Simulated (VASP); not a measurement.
A run of VASP 6.6.1:

Contents of INCAR:

```
ALGO = Normal ; EDIFF = 1E-6
ENCUT = 520 ; GGA = PE
ISIF = 2 ; ISMEAR = -1
LASPH = True ; LCHARG = False
LREAL = False ; LWAVE = False
NBANDS = 48 ; NELM = 80
PREC = Accurate ; SIGMA = 0.05
```

The input KPOINTS:

```
k-points
0
Gamma
  6 6 6
```

File POSCAR:

```
Lu3Si
1.0
    4.5714954990      0.0000000000      0.0000000000
    0.0000000000      4.5714954990      0.0000000000
    0.0000000000      0.0000000000      4.5714954990
Lu Si
3 1
Direct
    0.5000000000      0.5000000000      0.0000000000
    0.5000000000      0.0000000000      0.5000000000
    0.0000000000      0.5000000000      0.5000000000
    0.0000000000      0.0000000000      0.0000000000
```

Potentials or basis: VASP PAW PBE potentials, release 64 (Lu, Si).

Command:

```sh
$ cat potpaw_PBE.64/Lu/POTCAR potpaw_PBE.64/Si/POTCAR > POTCAR
$ mpirun -np 1 vasp_std > vasp.out
```

Hardware: 1 thread of Oxide Virtual Turin-like Processor, with other jobs on the host.

Question: Estimate the wall time of this run.

Answer: Wall time 82 s on 1 thread of Oxide Virtual Turin-like Processor, with other jobs on the host, peak memory 0.21 GiB. Counts: scf iterations 13, k points 20.
